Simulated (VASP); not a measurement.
TbYAl4, 6 atoms in the cell. It takes space group P6/mmm (No. 191, hexagonal). The conventional cell has a = 4.562 Å, b = 4.562 Å, c = 7.012 Å, α = 90.00°, β = 90.00°, γ = 120.00°. Within 4.2 Å of Tb (site symmetry 6/mmm) lie 12 Al at 3.17 Å and 2 Y at 3.51 Å. Within 4.2 Å of Y (site symmetry 6/mmm) lie 12 Al at 3.16 Å and 2 Tb at 3.51 Å. Al (site symmetry 3m) has 5 Al at 2.63 to 3.52 Å and 3 Y at 3.16 Å and 3 Tb at 3.17 Å within 3.6 Å. 

| Quantity | Value |
| --- | --- |
| Program | VASP 6.6.1 |
| Task | relaxation of cell and atoms |
| Functional | PBE |
| Potentials or basis | VASP PAW PBE potentials, release 64 (Tb_3, Y_sv, Al), 4f in core |
| Cutoff | 500 eV |
| k mesh | 12 × 12 × 6 |
| Occupations | fermi-dirac, width 0.15 eV |
| Spin | no spin polarisation |
| Dipole correction | no |
| Further INCAR settings | ALGO = Normal; EDIFF = 1e-07; IBRION = 2; EDIFFG = -0.001; NSW = 80; ISIF = 3 |

Potentials or basis: VASP PAW PBE potentials, release 64 (Tb_3, Y_sv, Al), 4f in core.

Command:

```console
$ cat potpaw_PBE.64/Tb_3/POTCAR potpaw_PBE.64/Y_sv/POTCAR potpaw_PBE.64/Al/POTCAR > POTCAR
$ mpirun -np 1 vasp_std > vasp.out
```

Hardware: 1 thread of Intel(R) Xeon(R) Platinum 8488C (Sapphire Rapids), on a shared host.

Task: How long does it take, and how much memory?

Result: It took 18 min on 1 thread of Intel(R) Xeon(R) Platinum 8488C (Sapphire Rapids), on a shared host, peak memory 0.44 GiB. Counts: scf iterations 59, k points 76, ion steps 8.
